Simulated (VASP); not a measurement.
**AlRu: electric field gradients with PBEsol**

AlRu:

```
CELL_PARAMETERS angstrom
3.01141 0.00000 0.00000
0.00000 3.01141 0.00000
0.00000 0.00000 3.01141
ATOMIC_POSITIONS crystal
Al 0.00000 0.00000 0.00000
Ru 0.50000 0.50000 0.50000
```

This cell differs from its parent crystal: volume scaled by 1.02.

```json
{
  "Program": "VASP 6.6.1",
  "Task": "electric field gradients",
  "Functional": "PBEsol",
  "Potentials or basis": "VASP PAW PBE potentials, release 64 (Al, Ru_pv)",
  "Cutoff": "520 eV",
  "k mesh": "12 × 12 × 12",
  "Occupations": "fermi-dirac, width 0.05 eV",
  "Spin": "no spin polarisation",
  "Dipole correction": "no",
  "Further INCAR settings": "ALGO = Normal; EDIFF = 1e-08; NBANDS = 16"
}
```

```json
{
 "Pressure": "-7.2 GPa"
}
```

Levels at points of the mesh, in eV from the Fermi level:
```
           k point  band 5  band 6  band 7  band 8  band 9  band 10  band 11  band 12  band 13  band 14
(0.00, 0.00, 0.00)   -3.48   -3.48    0.19    0.19    0.19     5.98     5.98     5.98    10.88    10.88
(0.50, 0.00, 0.00)   -5.43   -2.70   -1.55   -1.55    0.43     2.22     7.47    10.90    10.90    12.00
(0.50, 0.50, 0.00)   -3.01   -1.35   -1.35   -1.12   -1.12     1.49     5.15     6.08    10.45    12.00
(0.50, 0.50, 0.50)   -4.51   -4.51    1.58    1.58    2.49     4.06     4.06     4.06     8.40     8.40
```

Run time: 36 s on 1 thread of Intel(R) Xeon(R) Platinum 8259CL CPU @ 2.50GHz (Skylake/Cascade Lake), with other jobs on the host, peak memory 0.16 GiB.

Caveat: without QUAD_EFG the Cq values of the log hold for a quadrupole moment of 1 mb, not for the nuclei; the PAW data sets were made with another functional, which shifts forces and pressure a little.
